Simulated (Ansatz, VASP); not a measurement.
One calculation of Pb, two programs

```xyz
1
Lattice="0.0000 2.5195 2.5195 2.5195 0.0000 2.5195 2.5195 2.5195 0.0000" Properties=species:S:1:pos:R:3 pbc="T T T"
Pb    0.0000    0.0000    0.0000
```

Alike in both runs: functional PBE; k mesh 14 × 14 × 14; occupations gaussian, width 0.1 eV; no spin polarisation.

Ansatz relaxed the structure, and its values are those at the end. VASP's run is a single point on that final structure, the one shown.

|  | VASP | Ansatz |
| --- | --- | --- |
| version | VASP 6.6.1 | Ansatz 0.2.0 |
| potentials or method | VASP PAW PBE potentials, release 64 (Pb_d), cutoff 520 eV | scalar-relativistic, plane waves, PAW |
| valence electrons in the cell | 14 | 14 |

```tsv
	VASP	Ansatz	Ansatz less VASP
gap on the k mesh at the Fermi level (eV)	none	none	-
pressure (GPa)	0.0	0.0	+0.01
```

A gap of «none» marks a metal or a gap that the smearing closes.

Spin-orbit coupling is off throughout.
